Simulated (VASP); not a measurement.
# MnSb (Fm-3m) in VASP: further runs, part 2 of 2

VASP 6.6.1. Earlier steps stand in the parts before.

### 3 Single point, PBE, collinear spin, ferromagnetic start (volume scaled by 0.94)

The input, INCAR:

```
SYSTEM = MnSb
PREC     = Accurate       ! precision mode
ENCUT    = 520            ! plane-wave cutoff, eV
EDIFF    = 1E-7           ! SCF threshold, eV
ISMEAR   = -1             ! smearing method
SIGMA    = 0.08           ! smearing width, eV
LREAL    = .False.        ! projectors in reciprocal space
LASPH    = .True.         ! aspherical terms in the spheres
NELM     = 150            ! most SCF steps
ALGO     = Normal         ! electronic algorithm
ISIF     = 2              ! what is computed and relaxed
LWAVE    = .False.        ! write WAVECAR
LCHARG   = .True.         ! write CHGCAR
ISPIN    = 2              ! spin polarisation
MAGMOM   = 4 0            ! initial moments
LORBIT   = 11             ! projections on sites
LMAXMIX  = 4              ! l up to which the mixer works
GGA      = PE             ! functional
LELF     = .True.         ! ELF
LVHAR    = .True.       
NBANDS   = 20             ! bands
```

The input, KPOINTS:

```
Automatic mesh
0
Gamma
  12 12 12
  0 0 0
```

The input, POSCAR:

```
MnSb
1.0
    0.0000000000      2.7379588472      2.7379588472
    2.7379588472      0.0000000000      2.7379588472
    2.7379588472      2.7379588472      0.0000000000
Mn Sb
1 1
Direct
    0.0000000000      0.0000000000      0.0000000000
    0.5000000000      0.5000000000      0.5000000000
```

Potentials or basis: VASP PAW PBE potentials, release 64 (Mn_pv, Sb).

On the command line:

```
> cat potpaw_PBE.64/Mn_pv/POTCAR potpaw_PBE.64/Sb/POTCAR > POTCAR
> mpirun -np 1 vasp_std > vasp.out
```

Wall time 3.4 min (1 thread of Oxide Virtual Turin-like, shared host); peak memory 0.22 GiB.

It converged, with:

| Item | Value |
| --- | --- |
| Free energy | -12.8390 eV |
| Pressure | 3.7 GPa |
| Net moment | 3.71 μB per cell |
| Site moments | Mn +3.63; Sb -0.09 μB |
| Valence electrons inside the program's atomic spheres | Mn 11.53; Sb 2.51 |

Levels at points of the mesh, in eV from the Fermi level:
Spin up:
| k point | band 9 | band 10 | band 11 | band 12 | band 13 | band 14 |
| --- | --- | --- | --- | --- | --- | --- |
| (0.00, 0.00, 0.00) | -2.76 | 1.46 | 1.46 | 1.46 | 5.75 | 8.13 |
| (0.50, 0.00, 0.00) | -2.61 | -2.25 | 3.06 | 3.06 | 4.20 | 5.00 |
| (0.50, 0.50, 0.00) | -2.49 | -1.58 | -1.58 | -1.57 | 1.23 | 4.98 |
Spin down:
```csv
k point,band 5,band 6,band 7,band 8,band 9,band 10
"(0.00, 0.00, 0.00)",0.06,0.06,0.14,0.14,0.14,1.48
"(0.50, 0.00, 0.00)",-5.84,-2.01,-2.01,0.86,0.86,1.10
"(0.50, 0.50, 0.00)",-4.83,-1.44,-1.44,-0.92,0.40,1.01
```

Caveat: the cell differs from its parent crystal (volume scaled by 0.94); spin-orbit coupling is left out, which moves the levels of the heavy elements; a cell with one magnetic atom can't hold antiferromagnetic order, which such compounds often take.

### 4 Single point, PBE, collinear spin, ferromagnetic start

This run uses another cell than the first one, of 21.83 Å³/atom, 1.064 times its volume.

The input, INCAR:

```
ALGO = Normal ; EDIFF = 1E-6
ENCUT = 520 ; GGA = PE
ISIF = 2 ; ISMEAR = -1
ISPIN = 2 ; LASPH = True
LCHARG = True ; LELF = True
LMAXMIX = 4 ; LORBIT = 11
LREAL = False ; LVHAR = True
LWAVE = False ; MAGMOM = 4 0
NBANDS = 20 ; NELM = 150
PREC = Accurate ; SIGMA = 0.08
```

The input, KPOINTS:

```
k-points
0
Gamma
  12 12 12
```

The input, POSCAR:

```
MnSb
1.0
    0.0000000000      2.7950160000      2.7950160000
    2.7950160000      0.0000000000      2.7950160000
    2.7950160000      2.7950160000      0.0000000000
Mn Sb
1 1
Direct
    0.0000000000      0.0000000000      0.0000000000
    0.5000000000      0.5000000000      0.5000000000
```

On the command line:

```
> cat potpaw_PBE.64/Mn_pv/POTCAR potpaw_PBE.64/Sb/POTCAR > POTCAR
> mpirun -np 1 vasp_std > vasp.out
```

Wall time 2.8 min (1 thread of Oxide Virtual Turin-like, shared host); peak memory 0.22 GiB.

It converged, with:

```yaml
Free_energy: -12.8649 eV
Pressure: -0.4 GPa
Net_moment: 3.83 μB per cell
Site_moments: Mn +3.75; Sb -0.10 μB
Valence_electrons_inside_the_program's_atomic_spheres: Mn 11.46; Sb 2.48
```

Levels at points of the mesh, in eV from the Fermi level:
Spin up:
```tsv
k point	band 7	band 8	band 9	band 10	band 11	band 12	band 13	band 14	band 15	band 16
(0.00, 0.00, 0.00)	-3.05	-2.79	-2.79	1.32	1.32	1.32	4.97	8.16	8.18	8.18
(0.50, 0.00, 0.00)	-3.71	-2.67	-2.67	-2.33	2.75	2.75	4.01	4.84	4.84	7.92
(0.50, 0.50, 0.00)	-2.60	-2.57	-2.57	-1.72	-1.49	-1.49	0.93	4.85	12.51	12.51
```
Spin down:
| k point | band 4 | band 5 | band 6 | band 7 | band 8 | band 9 | band 10 | band 11 |
| --- | --- | --- | --- | --- | --- | --- | --- | --- |
| (0.00, 0.00, 0.00) | -11.41 | 0.16 | 0.16 | 0.28 | 0.28 | 0.28 | 1.32 | 1.32 |
| (0.50, 0.00, 0.00) | -9.35 | -5.50 | -1.83 | -1.83 | 0.94 | 0.94 | 1.15 | 4.13 |
| (0.50, 0.50, 0.00) | -8.97 | -4.53 | -1.37 | -1.37 | -0.68 | 0.47 | 0.99 | 1.23 |

Caveat: spin-orbit coupling is left out, which moves the levels of the heavy elements; a cell with one magnetic atom can't hold antiferromagnetic order, which such compounds often take.

### 5 Single point, PBE, collinear spin, ferromagnetic start (volume scaled by 1.06)

The input, INCAR:

```
ALGO = Normal ; EDIFF = 1E-6
ENCUT = 520 ; GGA = PE
ISIF = 2 ; ISMEAR = -1
ISPIN = 2 ; LASPH = T
LCHARG = F ; LMAXMIX = 4
LORBIT = 11 ; LREAL = F
LWAVE = F ; MAGMOM = 4 0
NBANDS = 20 ; NELM = 150
PREC = Accurate ; SIGMA = 0.08
```

KPOINTS is that of step 4.

The input, POSCAR:

```
MnSb
1.0
    0.0000000000      2.8498341525      2.8498341525
    2.8498341525      0.0000000000      2.8498341525
    2.8498341525      2.8498341525      0.0000000000
Mn Sb
1 1
Direct
    0.0000000000      0.0000000000      0.0000000000
    0.5000000000      0.5000000000      0.5000000000
```

On the command line:

```
> cat potpaw_PBE.64/Mn_pv/POTCAR potpaw_PBE.64/Sb/POTCAR > POTCAR
> mpirun -np 1 vasp_std > vasp.out
```

Run time: 2.9 min. Hardware: 1 thread of Oxide Virtual Turin-like, shared host; peak memory 0.22 GiB.

Results (log left out):

- Free energy: -12.8324 eV
- Pressure: -3.5 GPa
- Net moment: 3.92 μB per cell
- Site moments: Mn +3.85; Sb -0.11 μB
- Valence electrons inside the program's atomic spheres: Mn 11.40; Sb 2.45

Levels at points of the mesh, in eV from the Fermi level:
Spin up:
| k point | band 9 | band 10 | band 11 | band 12 | band 13 | band 14 |
| --- | --- | --- | --- | --- | --- | --- |
| (0.00, 0.00, 0.00) | -2.80 | 1.22 | 1.22 | 1.22 | 4.29 | 7.97 |
| (0.50, 0.00, 0.00) | -2.71 | -2.39 | 2.49 | 2.49 | 3.85 | 4.71 |
| (0.50, 0.50, 0.00) | -2.62 | -1.85 | -1.39 | -1.39 | 0.69 | 4.76 |
Spin down:
```
           k point  band 5  band 6  band 7  band 8  band 9  band 10
(0.00, 0.00, 0.00)    0.24    0.24    0.40    0.40    0.40     1.18
(0.50, 0.00, 0.00)   -5.20   -1.67   -1.67    1.01    1.01     1.19
(0.50, 0.50, 0.00)   -4.26   -1.30   -1.30   -0.48    0.53     0.97
```

Caveat: the cell differs from its parent crystal (volume scaled by 1.06); spin-orbit coupling is left out, which moves the levels of the heavy elements; a cell with one magnetic atom can't hold antiferromagnetic order, which such compounds often take.

### 6 Single point, PBE, collinear spin, ferromagnetic start (volume scaled by 1.12)

The input, INCAR:

```
  PREC = Accurate
  ENCUT = 520
  EDIFF = 1E-6
  ISMEAR = -1
  SIGMA = 0.08
  LREAL = F
  LASPH = T
  NELM = 150
  ALGO = Normal
  ISIF = 2
  LWAVE = F
  LCHARG = F
  ISPIN = 2
  MAGMOM = 4 0
  LORBIT = 11
  LMAXMIX = 4
  GGA = PE
  NBANDS = 20
```

The input, KPOINTS:

```
Automatic mesh
0
Gamma
  12 12 12
```

The input, POSCAR:

```
MnSb
1.0
    0.0000000000      2.9026208189      2.9026208189
    2.9026208189      0.0000000000      2.9026208189
    2.9026208189      2.9026208189      0.0000000000
Mn Sb
1 1
Direct
    0.0000000000      0.0000000000      0.0000000000
    0.5000000000      0.5000000000      0.5000000000
```

Potentials or basis: VASP PAW PBE potentials, release 64 (Mn_pv, Sb).

On the command line:

```
> cat potpaw_PBE.64/Mn_pv/POTCAR potpaw_PBE.64/Sb/POTCAR > POTCAR
> mpirun -np 1 vasp_std > vasp.out
```

Wall time 3 min (1 thread of Oxide Virtual Turin-like, shared host); peak memory 0.24 GiB.

The run converged. Its results:

| Property | Result |
| --- | --- |
| Free energy | -12.7566 eV |
| Pressure | -5.8 GPa |
| Band gap on the k mesh | zero (filled and empty bands overlap) |
| Net moment | 3.97 μB per cell |
| Site moments | Mn +3.93; Sb -0.13 μB |
| Valence electrons inside the program's atomic spheres | Mn 11.36; Sb 2.42 |

Levels at points of the mesh, in eV from the Fermi level:
Spin up:
| k point | band 8 | band 9 | band 10 | band 11 | band 12 | band 13 | band 14 | band 15 |
| --- | --- | --- | --- | --- | --- | --- | --- | --- |
| (0.00, 0.00, 0.00) | -2.81 | -2.81 | 1.14 | 1.14 | 1.14 | 3.71 | 7.81 | 7.81 |
| (0.50, 0.00, 0.00) | -2.74 | -2.74 | -2.44 | 2.27 | 2.27 | 3.71 | 4.61 | 4.61 |
| (0.50, 0.50, 0.00) | -2.67 | -2.67 | -1.96 | -1.30 | -1.30 | 0.49 | 4.69 | 11.41 |
Spin down:
```tsv
k point	band 5	band 6	band 7	band 8	band 9	band 10
(0.00, 0.00, 0.00)	0.32	0.32	0.51	0.51	0.51	1.07
(0.50, 0.00, 0.00)	-4.92	-1.54	-1.54	1.06	1.06	1.22
(0.50, 0.50, 0.00)	-4.01	-1.24	-1.24	-0.30	0.58	0.96
```

Caveat: the cell differs from its parent crystal (volume scaled by 1.12); spin-orbit coupling is left out, which moves the levels of the heavy elements; a cell with one magnetic atom can't hold antiferromagnetic order, which such compounds often take.

### 7 Overview

| cell | gap on the mesh (eV) | pressure (GPa) | moment (μB) |
| --- | --- | --- | --- |
| a = 3.872 Å, angles 60.0°, 2 atoms | none | 3.7 | 3.71 |
| a = 3.953 Å, angles 60.0°, 2 atoms | none | -0.4 | 3.83 |
| a = 4.030 Å, angles 60.0°, 2 atoms | none | -3.5 | 3.92 |
| a = 4.105 Å, angles 60.0°, 2 atoms | none | -5.8 | 3.97 |

Alike in all rows: task single point; level PBE; potentials or basis VASP PAW PBE potentials, release 64 (Mn_pv, Sb); spin collinear, ferromagnetic start; k mesh 12 × 12 × 12; cutoff (eV) 520; smearing fermi-dirac 0.08 eV.

Caveats: spin-orbit coupling is left out, which moves the levels of the heavy elements; a cell with one magnetic atom can't hold antiferromagnetic order, which such compounds often take.

Total energies depend on the potentials used, so only differences within one code and one set of settings carry meaning.
